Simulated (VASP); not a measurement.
Crystal: Hf.

```
Hf
1.0
     2.98772    0.00000    0.00000
    -1.49386    2.58744    0.00000
     0.00000    0.00000    6.81474
Hf
2
Direct
  0.00000 0.00000 0.73361
  0.00000 0.00000 0.26639
```

The cell was built from a structure type or drawn by symmetry, and may not be a known phase.

- Program: VASP 6.6.1
- Task: relaxation of cell and atoms
- Functional: PBE
- Potentials or basis: VASP PAW PBE potentials, release 64 (Hf_pv)
- Cutoff: 600 eV
- k mesh: 6 × 6 × 4
- Occupations: gaussian, width 0.1 eV
- Spin: no spin polarisation

At the start: pressure -4.7 GPa; volume 26.34 Å³/atom.

**Question.** How do energy, volume and symmetry change on relaxing?

**Answer.** Over 9 steps the energy falls by 233.4 meV/atom and the volume is 23.47 Å³/atom (-10.9 %); space group P6/mmm (No. 191, to 0.1 Å) before and after.

The path:
```tsv
step	energy change (eV)	largest force (eV/Å)	pressure (GPa)	volume (Å³)
1	0.0000	0.4476	-4.66	52.68
2	-0.3534	1.3847	1.10	46.75
3	-0.3609	1.2880	0.11	47.32
4	-0.4511	0.2815	1.77	46.06
5	-0.4513	0.2169	1.90	46.00
6	-0.4609	0.0363	-1.26	47.74
7	-0.4667	0.0452	-0.15	47.06
8	-0.4667	0.0482	-0.12	47.04
9	-0.4669	0.0131	0.10	46.94
```

Final structure:
```
Hf
1.0
     2.99848    0.00000    0.00000
    -1.49924    2.59676    0.00000
     0.00000    0.00000    6.02875
Hf
2
Cartesian
  0.0000 0.0000 4.5207
  0.0000 0.0000 1.5080
```

Caveat: the k points lie up to 0.40 Å⁻¹ apart in the final cell, too coarse for converged energies and pressures of a metal.
